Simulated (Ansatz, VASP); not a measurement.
## Two plane-wave programs on Li2S

File INCAR:

```
PREC = Accurate
ENCUT = 750
EDIFF = 1E-6
ISMEAR = 0
SIGMA = 0.1
LREAL = False
LASPH = True
NELM = 120
ALGO = Normal
ISIF = 2
LWAVE = False
LCHARG = True
GGA = PE
LELF = True
LVHAR = True
NBANDS = 13
GGA_COMPAT = False
```

File KPOINTS:

```
regular mesh
0
Gamma
  4 4 4
```

Contents of POSCAR:

```
Li2S
1.0
    0.0000000000      2.8351678429      2.8351678429
    2.8351678429      0.0000000000      2.8351678429
    2.8351678429      2.8351678429      0.0000000000
Li S
2 1
Direct
    0.7500000000      0.7500000000      0.7500000000
    0.2500000000      0.2500000000      0.2500000000
    0.0000000000      0.0000000000      0.0000000000
```

Input for Ansatz:

```yaml
crystal:
  lattice:
    - [0.0, 2.8351678429, 2.8351678429]
    - [2.8351678429, 0.0, 2.8351678429]
    - [2.8351678429, 2.8351678429, 0.0]
  atoms:
    - { symbol: Li, position: [0.75, 0.75, 0.75] }
    - { symbol: Li, position: [0.25, 0.25, 0.25] }
    - { symbol: S, position: [0.0, 0.0, 0.0] }
basis:
  ecutwfc: 420
  ecutrho_ratio: 10
  xc_grid: 1
kpoints:
  mp_grid: { grid: [4, 4, 4] }
  band_path: { path: [[0, 0, 0], [0.5, 0, 0], [0.5, 0.5, 0.5]], npoints: 4 }
hamiltonian:
  xc: pbe
scf:
  occupations: { method: gaussian, width: 0.1 }
output:
  forces: false
  stress: false
  eigenvalues: true
```

Alike in both runs: task single point; functional PBE; k mesh 4 × 4 × 4; occupations gaussian, width 0.1 eV; no spin polarisation.

```csv
,VASP,Ansatz
version,VASP 6.6.1,Ansatz 0.2.0
potentials or method,"VASP PAW PBE potentials, release 64 (Li_sv, S), cutoff 750 eV","scalar-relativistic, plane waves, PAW"
valence electrons in the cell,12,12
```

Ansatz gave:

- gap on the k mesh at the Fermi level (eV): 3.38
- least direct gap on the mesh (eV): 4.34

Task: Which values does VASP return?

Result: gap on the k mesh at the Fermi level (eV): 3.37; least direct gap on the mesh (eV): 4.34.

The k mesh is coarse, so the values compare programs but aren't converged.
